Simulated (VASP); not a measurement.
TaN:

```
Ta N
1.0
     0.00000    2.19348    2.19348
     2.19348    0.00000    2.19348
     2.19348    2.19348    0.00000
Ta N
1 1
Direct
  0.50000 0.50000 0.50000
  0.00000 0.00000 0.00000
```

Base run:

```yaml
Program: VASP 6.6.1
Functional: r2SCAN
Dispersion: rVV10
Potentials_or_basis: VASP PAW PBE potentials, release 64 (Ta_pv, N)
Cutoff: 520 eV
k_mesh: 13 × 13 × 13
Occupations: gaussian, width 0.1 eV
Spin: no spin polarisation
```

Its results: band gap on the k mesh zero (band 8 reaches 11.54 eV, above the bottom of band 9 at 7.50 eV); pressure 2.7 GPa.

The run is repeated on the same cell with these changes: potentials or basis from VASP PAW PBE potentials, release 64 (Ta_pv, N) to VASP PAW PBE potentials, release 64 (Ta_sv_GW, N); cutoff from 520 eV to 660 eV; further incar settings from ALGO = Normal; EDIFF = 1e-07; NBANDS = 15 to ALGO = Normal; EDIFF = 1e-06; NBANDS = 16; valence electrons from 16 to 18. What comes out?

Band gap on the k mesh zero (band 9 reaches 15.82 eV, above the bottom of band 10 at 11.79 eV); pressure 0.3 GPa.

Caveats: the PAW data sets were made with another functional, which shifts forces and pressure a little; spin-orbit coupling is left out, which moves the levels of the heavy elements.
